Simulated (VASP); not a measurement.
# SiN2 (Cmc2_1) in VASP: relaxation of cell and atoms with PBE

Aim: the relaxation of cell and atoms of SiN2 with PBE.

All numbers are computed with VASP 6.6.1; they aren't measurements. Logs are shortened: lines on timing, memory, paths and dates and some standing lists are left out, and cuts for length are marked.

### Step 1. The cell of the first run

Symmetry: Cmc2_1, No. 36, orthorhombic system. Conventional cell: a = 2.877 Å, b = 5.378 Å, c = 9.351 Å, α = 90.00°, β = 90.00°, γ = 90.00°. Si (site symmetry m) has 5 N at 1.74 to 1.87 Å within 2.3 Å. N (site symmetry m) has 1 N at 1.76 Å and 3 Si at 1.79 to 1.87 Å within 2.3 Å. N (site symmetry m) has 2 Si at 1.74 Å and 1 N at 1.76 Å within 2.3 Å.

### Step 2. Relaxation of cell and atoms, PBE

Input file INCAR:

```
PREC = Accurate
ENCUT = 600
EDIFF = 1E-6
ISMEAR = 0
SIGMA = 0.02
LREAL = F
LASPH = T
NELM = 80
ALGO = Normal
ISIF = 3
LWAVE = F
LCHARG = F
GGA = PE
IBRION = 2
NSW = 100
EDIFFG = -0.01
```

Input file KPOINTS:

```
regular mesh
0
Gamma
  10 10 4
```

Input file POSCAR:

```
SiN2
1.0
    1.4384716302     -2.6888869134      0.0000000000
    1.4384716302      2.6888869134      0.0000000000
    0.0000000000      0.0000000000      9.3513173009
Si N
2 4
Direct
    0.7708495075      0.2291504925      0.7617243293
    0.2291504925      0.7708495075      0.2617243293
    0.9166871361      0.0833128639      0.3290832520
    0.0833128639      0.9166871361      0.8290832520
    0.7737038201      0.2262961799      0.1595554127
    0.2262961799      0.7737038201      0.6595554127
```

Potentials or basis: VASP PAW PBE potentials, release 64 (Si, N).

Launch:

```sh
> cat potpaw_PBE.64/Si/POTCAR potpaw_PBE.64/N/POTCAR > POTCAR
> mpirun -np 1 vasp_std > vasp.out
```

OUTCAR:

```text
PREC = Accurate
   ENCUT = 600
   EDIFF = 1E-6
   ISMEAR = 0
   LREAL = F
   LASPH = T
   NELM = 80
   ISIF = 3
   GGA = PE
   IBRION = 2
   NSW = 100
   EDIFFG = -0.01

 ion  position               nearest neighbor table
   1  0.771  0.229  0.762-   6 1.74   6 1.74   4 1.79   4 1.87   4 1.87
   2  0.229  0.771  0.262-   5 1.74   5 1.74   3 1.79   3 1.87   3 1.87
   3  0.917  0.083  0.329-   5 1.76   2 1.79   2 1.87   2 1.87
   4  0.083  0.917  0.829-   6 1.76   1 1.79   1 1.87   1 1.87
   5  0.774  0.226  0.160-   2 1.74   2 1.74   3 1.76
   6  0.226  0.774  0.660-   1 1.74   1 1.74   4 1.76

  LATTYP: Found a base centered orthorhombic cell.
 ALAT       =     2.8769432604
 B/A-ratio  =     1.8692665583
 C/A-ratio  =     3.2504350814

  Lattice vectors:

 A1 = (   1.4384716302,  -2.6888869134,   0.0000000000)
 A2 = (   1.4384716302,   2.6888869134,   0.0000000000)
 A3 = (   0.0000000000,   0.0000000000,   9.3513173009)

Analysis of symmetry for initial positions (statically):
=====================================================================
 Subroutine PRICEL returns:
 Original cell was already a primitive cell.

 Routine SETGRP: Setting up the symmetry group for a
 base centered orthorhombic supercell.

 Subroutine GETGRP returns: Found  4 space group operations
 (whereof  2 operations were pure point group operations)
 out of a pool of  8 trial point group operations.

The static configuration has the point symmetry C_1h.
 The point group associated with its full space group is C_2v.

Analysis of symmetry for dynamics (positions and initial velocities):
=====================================================================
 Subroutine PRICEL returns:
 Original cell was already a primitive cell.

 Routine SETGRP: Setting up the symmetry group for a
 base centered orthorhombic supercell.

 Subroutine GETGRP returns: Found  4 space group operations
 (whereof  2 operations were pure point group operations)
 out of a pool of  8 trial point group operations.

The dynamic configuration has the point symmetry C_1h.
 The point group associated with its full space group is C_2v.

 Subroutine INISYM returns: Found  4 space group operations
 (whereof  2 operations are pure point group operations),
 and found     1 'primitive' translations

----------------------------------------------------------------------------------------

                                     Primitive cell

  volume of cell :      72.3397

  direct lattice vectors                    reciprocal lattice vectors
     1.438471630 -2.688886913  0.000000000     0.347591144 -0.185950550  0.000000000
     1.438471630  2.688886913  0.000000000     0.347591144  0.185950550  0.000000000
     0.000000000  0.000000000  9.351317301     0.000000000  0.000000000  0.106936806

  length of vectors
     3.049477572  3.049477572  9.351317301     0.394204529  0.394204529  0.106936806

  position of ions in fractional coordinates (direct lattice)
     0.770849508  0.229150492  0.761724329
     0.229150492  0.770849508  0.261724329
     0.916687136  0.083312864  0.329083252
     0.083312864  0.916687136  0.829083252
     0.773703820  0.226296180  0.159555413
     0.226296180  0.773703820  0.659555413

  ion indices of the primitive-cell ions
   primitive index   ion index
                 1           1
                 2           2
                 3           3
                 4           4
                 5           5
                 6           6

----------------------------------------------------------------------------------------

 KPOINTS: regular mesh

Automatic generation of k-mesh.
 Grid dimensions read from file:
 generate k-points for:   10   10    4

 Generating k-lattice:

  Cartesian coordinates                     Fractional coordinates (reciprocal lattice)
     0.034759114 -0.018595055  0.000000000     0.100000000  0.000000000  0.000000000
     0.034759114  0.018595055  0.000000000     0.000000000  0.100000000  0.000000000
     0.000000000  0.000000000  0.026734201     0.000000000  0.000000000  0.250000000

  Length of vectors
     0.039420453  0.039420453  0.026734201

  Shift w.r.t. Gamma in fractional coordinates (k-lattice)
     0.000000000  0.000000000  0.000000000

 Subroutine IBZKPT returns following result:
 ===========================================

 Found     93 irreducible k-points:

 Following reciprocal coordinates:
            Coordinates               Weight
  0.000000  0.000000  0.000000      1.000000
  0.100000  0.000000  0.000000      4.000000
  0.200000  0.000000  0.000000      4.000000
  0.300000 -0.000000  0.000000      4.000000
  0.400000 -0.000000  0.000000      4.000000
  0.500000 -0.000000  0.000000      2.000000
[... 16 lines left out ...]
  0.300000  0.300000  0.000000      2.000000
  0.400000  0.300000  0.000000      4.000000
 [... further k-points ...]
   k-points           NKPTS =     93   k-points in BZ     NKDIM =     93   number of bands    NBANDS=     18
   number of dos      NEDOS =    301   number of ions     NIONS =      6
   total plane-waves  NPLWV =  46080
   dimension x,y,z NGX =    24 NGY =   24 NGZ =   80
   dimension x,y,z NGXF=    48 NGYF=   48 NGZF=  160
   ions per type =               2   4
   NGX,Y,Z   is equivalent  to a cutoff of  13.08, 13.08, 14.22 a.u.
   NGXF,Y,Z  is equivalent  to a cutoff of  26.17, 26.17, 28.44 a.u.
 SYSTEM =  unknown system
   PREC   = accura    normal or accurate (medium, high low for compatibility)
   ISTART =      0    job   : 0-new  1-cont  2-samecut
   ICHARG =      2    charge: 1-file 2-atom 10-const
   ISPIN  =      1    spin polarized calculation?
   LNONCOLLINEAR =      F non collinear calculations
   LSORBIT =      F    spin-orbit coupling
   LASPH  =      T    aspherical Exc in radial PAW
   ENCUT  =  600.0 eV  44.10 Ry    6.64 a.u.   6.09  6.09 18.68*2*pi/ulx,y,z
   NELM   =     80;   NELMIN=  2; NELMDL= -5     # of ELM steps
   EDIFF  = 0.1E-05   stopping-criterion for ELM
   LREAL  =      F    real-space projection
   EDIFFG = -.1E-01   stopping-criterion for IOM
   NSW    =    100    number of steps for IOM
   IBRION =      2    ionic relax: 0-MD 1-quasi-New 2-CG
   NFREE  =      1    steps in history (QN), initial steepest desc. (CG)
   ISIF   =      3    stress and relaxation
   ISYM   =      2    0-nonsym 1-usesym 2-fastsym
   POTIM  = 0.5000    time-step for ionic-motion
   TEBEG  =    0.0;   TEEND  =   0.0 temperature during run
   PSTRESS=    0.0 pullay stress
   NELECT =      28.0000    total number of electrons
   NUPDOWN=      -1.0000    fix difference up-down
   EMIN   =  10.00;   EMAX   =-10.00  energy-range for DOS
   EFERMI =   0.00;   METHOD = LEGACY
   ISMEAR =     0;   SIGMA  =   0.02  broadening in eV -4-tet -1-fermi 0-gaus
   EFERMI_NEDOS =   21; number of points for ismear=-14 and -15
   IALGO  =     38    algorithm
   IMIX   =      4    mixing-type and parameters
     AMIX     =   0.40;   BMIX     =  1.00
     AMIX_MAG =   1.60;   BMIX_MAG =  1.00
  volume/ion in A,a.u.               =      12.06        81.36
  Fermi-wavevector in a.u.,A,eV,Ry     =   1.193077  2.254589 19.366992  1.423434
  Thomas-Fermi vector in A             =   2.329100
   LORBIT       =      0    0 simple, 1 ext, 2 COOP (PROOUT), +10 PAW based schemes
   GGA     = PE    functional components
   LHFCALC =     F    Hartree Fock is set to
   AEXX    =    0.0000 exact exchange contribution
   IVDW    =     0    specifies the selected vdW correction
   LEPSILON=     F    determine dielectric tensor
   LRPA    =     F    only Hartree local field effects (RPA)
 conjugate gradient relaxation of ions
 non-spin polarized calculation
 Gauss-broadening in eV      SIGMA  =   0.02
  energy-cutoff  :      600.00
  volume of cell :       72.34
 maximum number of plane-waves:      2452
   NGX = 13   NGY = 13   NGZ = 37

--------------------------------------- Ionic step        1  -------------------------------------------

 number of electron      28.0000000 magnetization

 Free energy of the ion-electron system (eV)
  ---------------------------------------------------
  ext. energy  EPLUGINS =         0.00000000
  ---------------------------------------------------
  free energy    TOTEN  =       -42.76082952 eV

  energy without entropy =      -42.76082952  energy(sigma->0) =      -42.76082952

------------------------ aborting loop because EDIFF is reached ----------------------------------------

  FORCE on cell =-STRESS in cart. coord.  units (eV):
  Direction    XX          YY          ZZ          XY          YZ          ZX
  --------------------------------------------------------------------------------------
  -------------------------------------------------------------------------------------
  Total       -0.1391091     -0.0673604     -0.1189904      0.0000000      0.0000000      0.0000000
  in kB       -3.0809842     -1.4918958     -2.6353965      0.0000000      0.0000000      0.0000000
  external PRESSURE =      -2.4027588 kB  Pullay stress =       0.0000000 kB
[... 101 lines left out ...]
  FREE ENERGIE OF THE ION-ELECTRON SYSTEM (eV)
  ---------------------------------------------------
  free  energy   TOTEN  =       -42.7610340357 eV

  energy  without entropy=      -42.7610340357  energy(sigma->0) =      -42.76103404

 E-fermi :   3.8989     XC(G=0):  -9.9851

 val. band max:        3.7395304896   @ k =   0.2000   0.2000   0.0000
 cond. band min:       6.4804049870   @ k =  -0.1000   0.1000   0.0000
 fundamental gap:      2.7408744974
 Fermi energy:         3.8989444886

 k-point     1 :       0.0000    0.0000    0.0000
  band No.  band energies     occupation
      1     -15.2420      2.00000
      2     -15.1718      2.00000
      3      -8.6325      2.00000
      4      -8.2302      2.00000
      5      -0.7730      2.00000
      6      -0.1405      2.00000
[... 481 lines left out ...]
      5      -4.1556      2.00000
      6      -4.0903      2.00000
[... 10 lines left out ...]
     17      12.1456      0.00000
     18      12.4533      0.00000

 [... further k-points ...]

[... ionic steps 4 to 19 ...]

--------------------------------------- Ionic step       20  -------------------------------------------

 number of electron      28.0000001 magnetization

------------------------ aborting loop because EDIFF is reached ----------------------------------------
[... 75 lines left out ...]
--------------------------------------- Ionic step       22  -------------------------------------------

 number of electron      28.0000002 magnetization

 Free energy of the ion-electron system (eV)
  ---------------------------------------------------
  ext. energy  EPLUGINS =         0.00000000
  ---------------------------------------------------
  free energy    TOTEN  =       -42.76614730 eV

  energy without entropy =      -42.76614730  energy(sigma->0) =      -42.76614730

 E-fermi :   3.8704     XC(G=0): -10.0149

 val. band max:        3.7867830242   @ k =   0.2000   0.2000   0.0000
 cond. band min:       6.5066888647   @ k =  -0.1000   0.1000   0.0000
 fundamental gap:      2.7199058405
 Fermi energy:         3.8704034092

 k-point     1 :       0.0000    0.0000    0.0000
  band No.  band energies     occupation
      1     -15.1987      2.00000
      2     -15.1256      2.00000
      3      -8.6026      2.00000
      4      -8.1872      2.00000
      5      -0.7409      2.00000
      6      -0.0941      2.00000
[... 481 lines left out ...]
      5      -4.1110      2.00000
      6      -4.0426      2.00000
[... 10 lines left out ...]
     17      12.2072      0.00000
     18      12.5214      0.00000

 [... further k-points ...]
[... 5 lines left out ...]
  --------------------------------------------------------------------------------------
  -------------------------------------------------------------------------------------
  Total        0.0202926      0.0054201     -0.0153924      0.0000000      0.0000000      0.0000000
  in kB        0.4727599      0.1262732     -0.3585996      0.0000000      0.0000000      0.0000000
  external PRESSURE =       0.0801445 kB  Pullay stress =       0.0000000 kB
[... 21 lines left out ...]
  FREE ENERGIE OF THE ION-ELECTRON SYSTEM (eV)
  ---------------------------------------------------
  free  energy   TOTEN  =       -42.7661472993 eV

  energy  without entropy=      -42.7661472993  energy(sigma->0) =      -42.76614730

 reached required accuracy - stopping structural energy minimisation
```

Run time: 23 min. Hardware: 1 thread of Oxide Virtual Turin-like, shared host; peak memory 0.25 GiB.

What came out:

```
Free energy                            : -42.7661 eV
Relaxed volume                         : 11.46 Å³/atom
Relaxed cell                           : a = 3.052 Å, b = 3.052 Å, c = 8.890 Å, α = 90.00°, β = 90.00°, γ = 123.82°
Space group after relaxing (to 0.05 Å) : Cmc2_1 (No. 36)
Energy gained by relaxing              : 0.9 meV/atom
Ionic steps                            : 22
Pressure after relaxing                : 0.0 GPa
Largest force after relaxing           : 0.008 eV/Å
Band gap on the k mesh                 : 2.72 eV, indirect (least direct gap 2.86 eV)
```

Forces in eV/Å, atoms in the order of the input:
```
Si   0.000  0.001 -0.007
Si   0.000 -0.001 -0.007
N    0.000 -0.001 -0.001
N    0.000  0.001 -0.001
N    0.000 -0.001  0.008
N    0.000  0.001  0.008
```

The path:
```csv
step,energy change (eV),largest force (eV/Å),pressure (GPa),volume (Å³)
1,0.0000,0.0363,-0.24,72.34
2,-0.0002,0.0453,0.14,72.15
3,-0.0002,0.0386,0.06,72.19
4,-0.0004,0.0253,-0.04,72.12
5,-0.0006,0.0635,-0.21,71.97
6,-0.0007,0.0615,-0.21,71.93
7,-0.0009,0.0572,-0.21,71.81
8,-0.0014,0.0560,-0.20,71.57
9,-0.0019,0.0808,-0.17,71.09
10,-0.0016,0.1648,-0.11,70.14
11,-0.0020,0.1068,-0.13,70.76
12,-0.0025,0.0888,-0.07,70.57
13,-0.0034,0.0506,0.16,70.01
14,-0.0028,0.1133,0.67,68.89
15,-0.0036,0.0699,0.33,69.65
16,-0.0042,0.0583,0.14,69.49
17,-0.0049,0.0452,-0.31,69.11
18,-0.0052,0.0301,0.08,68.83
19,-0.0052,0.0265,-0.01,68.89
20,-0.0053,0.0162,0.01,68.83
21,-0.0053,0.0237,0.02,68.79
22,-0.0053,0.0080,0.01,68.77
```

Final structure:
```
Si N
1.0
     1.43676   -2.69210    0.00000
     1.43676    2.69210    0.00000
     0.00000    0.00000    8.89000
Si N
2 4
Direct
  0.77078 0.22923 0.76267
  0.22923 0.77078 0.26267
  0.91698 0.08302 0.33303
  0.08302 0.91698 0.83303
  0.77333 0.22667 0.15466
  0.22667 0.77333 0.65466
```
